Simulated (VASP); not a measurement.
Runs of VASP 6.6.1 on PtSe2 (base). The structure is that of space group P-3m1 (No. 164), or close to it. The cells are those of the table. 

```tsv
task	cell	k mesh	cutoff (eV)	smearing	gap on the mesh (eV)	pressure (GPa)	relaxed volume (Å³/atom)	largest force (eV/Å)
single point	a = 3.738, b = 3.738, c = 4.632 Å, angles 90.0, 90.0, 120.0°, 3 atoms	15 × 15 × 10	520	gaussian 0.1 eV	none	0.1	-	0.02
single point	a = 3.738, b = 3.738, c = 4.641 Å, angles 90.0, 90.0, 120.0°, 3 atoms	9 × 9 × 6	520	gaussian 0.02 eV	none	0.1	-	0.02
relaxation of cell and atoms	relaxed from a = 3.738, b = 3.738, c = 4.641 Å, angles 90.0, 90.0, 120.0°, 3 atoms	15 × 15 × 10	600	gaussian 0.1 eV	none	0.0	18.69	-
relaxation of cell and atoms	relaxed from a = 3.708, b = 3.708, c = 5.849 Å, angles 90.0, 90.0, 120.0°, 3 atoms	9 × 9 × 6	600	gaussian 0.02 eV	none	0.0	(a)	-
```

Alike in all rows: level PBEsol+D3(BJ); potentials or basis VASP PAW PBE potentials, release 64 (Pt, Se); no spin polarisation.

Problem. Estimate the missing entries.

Solution. (a) 18.73.

Caveats: the PAW data sets were made with another functional, which shifts forces and pressure a little; spin-orbit coupling is left out, which moves the levels of the heavy elements; pairwise dispersion overbinds metals, which lowers pressure and volume (some runs); the volume moved by over 15 % at a fixed basis, so the end points are rough (some runs).

A k mesh can miss the band edges, and the runs leave out spin-orbit coupling on Pt, Se.

A gap of «none» marks levels without a gap at the run's occupations.
